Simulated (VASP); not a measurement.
Write the native input for VASP 6.6.1 that does the following.

```yaml
Task: single point
Functional: LDA
Potentials_or_basis: VASP PAW LDA potentials, release 64 (Ta_pv, W_sv)
Cutoff: 500 eV
k_mesh: 4 × 2 × 4
Occupations: gaussian, width 0.2 eV
Spin: no spin polarisation
Dipole_correction: no
Further_INCAR_settings: ALGO = Normal; EDIFF = 1e-06; NBANDS = 57
```

The structure of Ta3W lies in POSCAR:

```
Ta3W
1.0
    0.0000000000      3.2671732000      3.2671732000
    6.5343464000      0.0000000000      6.5343464000
    3.2671732000      3.2671732000      0.0000000000
Ta W
6 2
Direct
    0.2500000000      0.1250000000      0.2500000000
    0.7500000000      0.3750000000      0.7500000000
    0.5000000000      0.2500000000      0.5000000000
    0.2500000000      0.6250000000      0.2500000000
    0.7500000000      0.8750000000      0.7500000000
    0.5000000000      0.7500000000      0.5000000000
    0.0000000000      0.0000000000      0.0000000000
    0.0000000000      0.5000000000      0.0000000000
```

One way to write it, as run:

INCAR

```
SYSTEM = Ta3W
PREC = Accurate
ENCUT = 500
EDIFF = 1E-6
ISMEAR = 0
SIGMA = 0.2
LREAL = .False.
LASPH = .True.
NELM = 120
ALGO = Normal
ISIF = 2
LWAVE = .False.
LCHARG = .False.
GGA = CA
NBANDS = 57
GGA_COMPAT = .False.
```

KPOINTS

```
regular mesh
0
Gamma
  4 2 4
  0 0 0
```

Potentials or basis: VASP PAW LDA potentials, release 64 (Ta_pv, W_sv).

Command:

```console
$ cat potpaw_LDA.64/Ta_pv/POTCAR potpaw_LDA.64/W_sv/POTCAR > POTCAR
$ mpirun -np 1 vasp_std > vasp.out
```

Results of the run:

```yaml
Pressure: -8.3 GPa
Band_gap_on_the_k_mesh: zero (bands 47 and 48 overlap by 1.30 eV)
```

Caveat: the k points lie up to 0.42 Å⁻¹ apart, too coarse for converged energies and pressures of a metal; spin-orbit coupling is left out, which moves the levels of the heavy elements.

Wall time 60 s on 1 thread of Intel(R) Xeon(R) Platinum 8488C (Sapphire Rapids), with other jobs on the host, peak memory 0.25 GiB.
